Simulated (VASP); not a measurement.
# Br (Fm-3m) in VASP: further runs

Runs on Br. Level: PBE. Tasks: single point.

Everything below comes from runs of VASP 6.6.1. Logs are shortened: lines on timing, memory, paths and dates and some standing lists are left out, and cuts for length are marked.

### 1 The cell of the first run

Symmetry: Fm-3m, No. 225, cubic system. The conventional cell has a = 4.820 Å, b = 4.820 Å, c = 4.820 Å, α = 90.00°, β = 90.00°, γ = 90.00°. Within 4.5 Å of Br (site symmetry m-3m) lie 12 Br at 3.41 Å.

### 2 Single point, PBE

The input, INCAR:

```
SYSTEM = Br
  PREC = Accurate
  ENCUT = 520
  EDIFF = 1E-6
  ISMEAR = -1
  SIGMA = 0.06122561905347299
  LREAL = .False.
  LASPH = .True.
  NELM = 100
  ALGO = Normal
  ISIF = 2
  LWAVE = .False.
  LCHARG = .False.
  GGA = PE
  NBANDS = 10
```

The input, KPOINTS:

```
Automatic mesh
0
Gamma
  14 14 14
  0 0 0
```

The input, POSCAR:

```
Br
1.0
    0.0000000000      2.4099958334      2.4099958334
    2.4099958334      0.0000000000      2.4099958334
    2.4099958334      2.4099958334      0.0000000000
Br
1
Direct
    0.0000000000      0.0000000000      0.0000000000
```

Potentials or basis: VASP PAW PBE potentials, release 64 (Br).

Launch:

```console
cat potpaw_PBE.64/Br/POTCAR > POTCAR
mpirun -np 1 vasp_std > vasp.out
```

OUTCAR:

```text
SYSTEM = Br
   PREC = Accurate
   ENCUT = 520
   EDIFF = 1E-6
   ISMEAR = -1
   LREAL = .False.
   LASPH = .True.
   NELM = 100
   ISIF = 2
   GGA = PE

 ion  position               nearest neighbor table
   1  0.000  0.000  0.000-

  LATTYP: Found a face centered cubic cell.
 ALAT       =     4.8199916668

  Lattice vectors:

 A1 = (   0.0000000000,   2.4099958334,   2.4099958334)
 A2 = (   2.4099958334,   0.0000000000,   2.4099958334)
 A3 = (   2.4099958334,   2.4099958334,   0.0000000000)

Analysis of symmetry for initial positions (statically):
=====================================================================
 Subroutine PRICEL returns:
 Original cell was already a primitive cell.

 Routine SETGRP: Setting up the symmetry group for a
 face centered cubic supercell.

 Subroutine GETGRP returns: Found 48 space group operations
 (whereof 48 operations were pure point group operations)
 out of a pool of 48 trial point group operations.

The static configuration has the point symmetry O_h .

Analysis of symmetry for dynamics (positions and initial velocities):
=====================================================================
 Subroutine PRICEL returns:
 Original cell was already a primitive cell.

 Routine SETGRP: Setting up the symmetry group for a
 face centered cubic supercell.

 Subroutine GETGRP returns: Found 48 space group operations
 (whereof 48 operations were pure point group operations)
 out of a pool of 48 trial point group operations.

The dynamic configuration has the point symmetry O_h .

 Subroutine INISYM returns: Found 48 space group operations
 (whereof 48 operations are pure point group operations),
 and found     1 'primitive' translations

----------------------------------------------------------------------------------------

                                     Primitive cell

  volume of cell :      27.9949

  direct lattice vectors                    reciprocal lattice vectors
     0.000000000  2.409995833  2.409995833    -0.207469238  0.207469238  0.207469238
     2.409995833  0.000000000  2.409995833     0.207469238 -0.207469238  0.207469238
     2.409995833  2.409995833  0.000000000     0.207469238  0.207469238 -0.207469238

  length of vectors
     3.408248793  3.408248793  3.408248793     0.359347262  0.359347262  0.359347262

  position of ions in fractional coordinates (direct lattice)
     0.000000000  0.000000000  0.000000000

  ion indices of the primitive-cell ions
   primitive index   ion index
                 1           1

----------------------------------------------------------------------------------------

 KPOINTS: Automatic mesh

Automatic generation of k-mesh.
 Grid dimensions read from file:
 generate k-points for:   14   14   14

 Generating k-lattice:

  Cartesian coordinates                     Fractional coordinates (reciprocal lattice)
    -0.014819231  0.014819231  0.014819231     0.071428571  0.000000000  0.000000000
     0.014819231 -0.014819231  0.014819231     0.000000000  0.071428571  0.000000000
     0.014819231  0.014819231 -0.014819231     0.000000000  0.000000000  0.071428571

  Length of vectors
     0.025667662  0.025667662  0.025667662

  Shift w.r.t. Gamma in fractional coordinates (k-lattice)
     0.000000000  0.000000000  0.000000000

 Subroutine IBZKPT returns following result:
 ===========================================

 Found    104 irreducible k-points:

 Following reciprocal coordinates:
            Coordinates               Weight
  0.000000  0.000000  0.000000      1.000000
  0.071429  0.000000  0.000000      8.000000
  0.142857  0.000000  0.000000      8.000000
  0.214286  0.000000  0.000000      8.000000
  0.285714  0.000000  0.000000      8.000000
  0.357143  0.000000  0.000000      8.000000
[... 16 lines left out ...]
  0.214286  0.142857  0.000000     24.000000
  0.285714  0.142857  0.000000     24.000000
 [... further k-points ...]
   k-points           NKPTS =    104   k-points in BZ     NKDIM =    104   number of bands    NBANDS=     10
   number of dos      NEDOS =    301   number of ions     NIONS =      1
   total plane-waves  NPLWV =  21952
   dimension x,y,z NGX =    28 NGY =   28 NGZ =   28
   dimension x,y,z NGXF=    56 NGYF=   56 NGZF=   56
   ions per type =               1
   NGX,Y,Z   is equivalent  to a cutoff of  13.66, 13.66, 13.66 a.u.
   NGXF,Y,Z  is equivalent  to a cutoff of  27.32, 27.32, 27.32 a.u.
 SYSTEM =  Br
   PREC   = accura    normal or accurate (medium, high low for compatibility)
   ISTART =      0    job   : 0-new  1-cont  2-samecut
   ICHARG =      2    charge: 1-file 2-atom 10-const
   ISPIN  =      1    spin polarized calculation?
   LNONCOLLINEAR =      F non collinear calculations
   LSORBIT =      F    spin-orbit coupling
   LASPH  =      T    aspherical Exc in radial PAW
   ENCUT  =  520.0 eV  38.22 Ry    6.18 a.u.   6.34  6.34  6.34*2*pi/ulx,y,z
   NELM   =    100;   NELMIN=  2; NELMDL= -5     # of ELM steps
   EDIFF  = 0.1E-05   stopping-criterion for ELM
   LREAL  =      F    real-space projection
   EDIFFG = 0.1E-04   stopping-criterion for IOM
   NSW    =      0    number of steps for IOM
   IBRION =     -1    ionic relax: 0-MD 1-quasi-New 2-CG
   NFREE  =      0    steps in history (QN), initial steepest desc. (CG)
   ISIF   =      2    stress and relaxation
   ISYM   =      2    0-nonsym 1-usesym 2-fastsym
   POTIM  = 0.5000    time-step for ionic-motion
   TEBEG  =    0.0;   TEEND  =   0.0 temperature during run
   PSTRESS=    0.0 pullay stress
   NELECT =       7.0000    total number of electrons
   NUPDOWN=      -1.0000    fix difference up-down
   EMIN   =  10.00;   EMAX   =-10.00  energy-range for DOS
   EFERMI =   0.00;   METHOD = LEGACY
   ISMEAR =    -1;   SIGMA  =   0.06  broadening in eV -4-tet -1-fermi 0-gaus
   EFERMI_NEDOS =   21; number of points for ismear=-14 and -15
   IALGO  =     38    algorithm
   IMIX   =      4    mixing-type and parameters
     AMIX     =   0.40;   BMIX     =  1.00
     AMIX_MAG =   1.60;   BMIX_MAG =  1.00
  volume/ion in A,a.u.               =      27.99       188.92
  Fermi-wavevector in a.u.,A,eV,Ry     =   1.031370  1.949007 14.472849  1.063724
  Thomas-Fermi vector in A             =   2.165515
   LORBIT       =      0    0 simple, 1 ext, 2 COOP (PROOUT), +10 PAW based schemes
   GGA     = PE    functional components
   LHFCALC =     F    Hartree Fock is set to
   AEXX    =    0.0000 exact exchange contribution
   IVDW    =     0    specifies the selected vdW correction
   LEPSILON=     F    determine dielectric tensor
   LRPA    =     F    only Hartree local field effects (RPA)
 non-spin polarized calculation
  energy-cutoff  :      520.00
  volume of cell :       27.99
 maximum number of plane-waves:       769
 NGX is ok and might be reduce to    28
   NGX = 13   NGY = 13   NGZ = 13

 number of electron       7.0000000 magnetization

 Free energy of the ion-electron system (eV)
  ---------------------------------------------------
  ext. energy  EPLUGINS =         0.00000000
  ---------------------------------------------------
  free energy    TOTEN  =        -0.98151518 eV

  energy without entropy =       -0.95647418  energy(sigma->0) =       -0.96899468

 E-fermi :   0.9132     XC(G=0):  -9.0302

 val. band max:        0.9081909343   @ k =  -0.0714   0.0714   0.0000
 cond. band min:       0.9216214303   @ k =   0.2143   0.2143   0.0000
 fundamental gap:      0.0134304960
 Fermi energy:         0.9132324838

 k-point     1 :       0.0000    0.0000    0.0000
  band No.  band energies     occupation
      1     -13.9965      2.00000
      2       1.6908      0.00001
      3       1.6908      0.00001
      4       1.6908      0.00001
      5       8.5991      0.00000
      6      13.4479      0.00000
      7      13.4479      0.00000
      8      13.4479      0.00000
      9      17.4183      0.00000
     10      17.4753      0.00000

 k-point     2 :       0.0714    0.0000    0.0000
  band No.  band energies     occupation
      1     -13.9480      2.00000
      2       1.3410      0.00185
      3       1.6586      0.00001
      4       1.6586      0.00001
      5       8.9193      0.00000
      6      13.1440      0.00000
      7      13.5613      0.00000
      8      13.5613      0.00000
      9      17.0815      0.00000
     10      17.0815      0.00000

 k-point     3 :       0.1429    0.0000    0.0000
  band No.  band energies     occupation
      1     -13.8081      2.00000
      2       0.4864      1.99812
      3       1.5710      0.00004
      4       1.5710      0.00004
      5       9.5838      0.00000
      6      12.7375      0.00000
      7      13.8074      0.00000
      8      13.8074      0.00000
      9      16.5434      0.00000
     10      16.5434      0.00000

 k-point     4 :       0.2143    0.0000    0.0000
  band No.  band energies     occupation
      1     -13.5935      2.00000
      2      -0.5567      2.00000
      3       1.4504      0.00031
      4       1.4504      0.00031
      5       9.9413      0.00000
      6      12.9638      0.00000
      7      13.8652      0.00000
      8      13.8652      0.00000
      9      16.5018      0.00000
     10      16.5018      0.00000
[... 222 lines left out ...]
 k-point    22 :       0.1429    0.1429    0.0000
  band No.  band energies     occupation
      1     -13.7453      2.00000
      2       0.5555      1.99421
      3       1.2980      0.00372
      4       1.2980      0.00372
      5       9.9976      0.00000
      6      11.8621      0.00000
      7      14.3662      0.00000
      8      14.3662      0.00000
      9      14.7888      0.00000
     10      17.8445      0.00000

 k-point    23 :       0.2143    0.1429    0.0000
  band No.  band energies     occupation
      1     -13.5857      2.00000
      2      -0.1204      2.00000
      3       1.1250      0.06101
      4       1.1651      0.03218
      5      10.4647      0.00000
      6      11.4873      0.00000
      7      13.8314      0.00000
      8      14.7434      0.00000
      9      15.2654      0.00000
     10      17.9640      0.00000

 k-point    24 :       0.2857    0.1429    0.0000
  band No.  band energies     occupation
      1     -13.3647      2.00000
      2      -0.9835      2.00000
      3       0.9746      0.53676
      4       0.9988      0.39616
      5      10.5012      0.00000
      6      11.7803      0.00000
      7      13.1630      0.00000
      8      14.7815      0.00000
      9      16.4116      0.00000
     10      18.3896      0.00000

 [... further k-points ...]

------------------------ aborting loop because EDIFF is reached ----------------------------------------

  FORCE on cell =-STRESS in cart. coord.  units (eV):
  Direction    XX          YY          ZZ          XY          YZ          ZX
  --------------------------------------------------------------------------------------
  -------------------------------------------------------------------------------------
  Total       -0.2357659     -0.2357659     -0.2357659      0.0000000     -0.0000000     -0.0000000
  in kB      -13.4931318    -13.4931318    -13.4931318      0.0000000     -0.0000000     -0.0000000
  external PRESSURE =     -13.4931318 kB  Pullay stress =       0.0000000 kB

 VOLUME and BASIS-vectors are now :
 -----------------------------------------------------------------------------
  energy-cutoff  :      520.00
  volume of cell :       27.99
      direct lattice vectors                 reciprocal lattice vectors
     0.000000000  2.409995833  2.409995833    -0.207469238  0.207469238  0.207469238
     2.409995833  0.000000000  2.409995833     0.207469238 -0.207469238  0.207469238
     2.409995833  2.409995833  0.000000000     0.207469238  0.207469238 -0.207469238

 POSITION                                       TOTAL-FORCE (eV/Angst)
 -----------------------------------------------------------------------------------
      0.00000      0.00000      0.00000         0.000000      0.000000      0.000000
 -----------------------------------------------------------------------------------
    total drift:                                0.000000      0.000000      0.000000

  FREE ENERGIE OF THE ION-ELECTRON SYSTEM (eV)
  ---------------------------------------------------
  free  energy   TOTEN  =        -0.9815151793 eV

  energy  without entropy=       -0.9564741835  energy(sigma->0) =       -0.96899468
```

It took 32 s on 1 thread of Intel Xeon Platinum 8259CL at 2.50GHz (Skylake/Cascade Lake), shared host; peak memory 0.17 GiB.

Results:

| Item | Value |
| --- | --- |
| Free energy | -0.9815 eV |
| Pressure | -1.3 GPa |

Levels at points of the mesh, in eV from the Fermi level:
| k point | band 1 | band 2 | band 3 | band 4 | band 5 | band 6 | band 7 | band 8 |
| --- | --- | --- | --- | --- | --- | --- | --- | --- |
| (0.00, 0.00, 0.00) | -14.91 | 0.78 | 0.78 | 0.78 | 7.69 | 12.53 | 12.53 | 12.53 |
| (0.50, 0.00, 0.00) | -13.73 | -4.08 | 0.21 | 0.21 | 8.36 | 11.93 | 11.93 | 14.37 |
| (0.50, 0.50, 0.00) | -13.33 | -3.64 | -0.96 | -0.96 | 6.85 | 8.05 | 17.85 | 19.92 |

Caveat: an odd number of electrons without spin polarisation forces a metal; a magnetic or distorted state may lie lower.

### 3 Single point, PBE

This run uses another cell than the first one, of 24.83 Å³/atom, 0.887 times its volume.

The input, INCAR:

```
PREC = Accurate
ENCUT = 520
EDIFF = 1E-6
ISMEAR = -1
SIGMA = 0.06122561905347299
LREAL = False
LASPH = True
NELM = 100
ALGO = Normal
ISIF = 2
LWAVE = False
LCHARG = False
GGA = PE
NBANDS = 10
```

The input, KPOINTS:

```
Automatic mesh
0
Gamma
  20 20 20
```

The input, POSCAR:

```
Br
1.0
    0.0000000000      2.3153871632      2.3153871632
    2.3153871632      0.0000000000      2.3153871632
    2.3153871632      2.3153871632      0.0000000000
Br
1
Direct
    0.0000000000      0.0000000000      0.0000000000
```

Potentials or basis: VASP PAW PBE potentials, release 64 (Br).

Launch:

```console
cat potpaw_PBE.64/Br/POTCAR > POTCAR
mpirun -np 1 vasp_std > vasp.out
```

Wall time 29 s (1 thread of Intel Xeon Platinum 8259CL at 2.50GHz (Skylake/Cascade Lake), shared host); peak memory 0.18 GiB.

Results (log left out):

- Free energy: -0.9797 eV
- Pressure: 2.0 GPa

Levels at points of the mesh, in eV from the Fermi level:
```csv
k point,band 1,band 2,band 3,band 4,band 5,band 6,band 7,band 8,band 9
"(0.00, 0.00, 0.00)",-15.65,0.98,0.98,0.98,8.36,12.57,12.57,12.57,16.75
"(0.50, 0.00, 0.00)",-14.07,-4.94,0.27,0.27,8.39,11.90,11.90,14.81,18.75
"(0.50, 0.50, 0.00)",-13.52,-4.40,-1.18,-1.18,6.45,7.63,19.34,20.80,21.72
```

Caveat: an odd number of electrons without spin polarisation forces a metal; a magnetic or distorted state may lie lower.
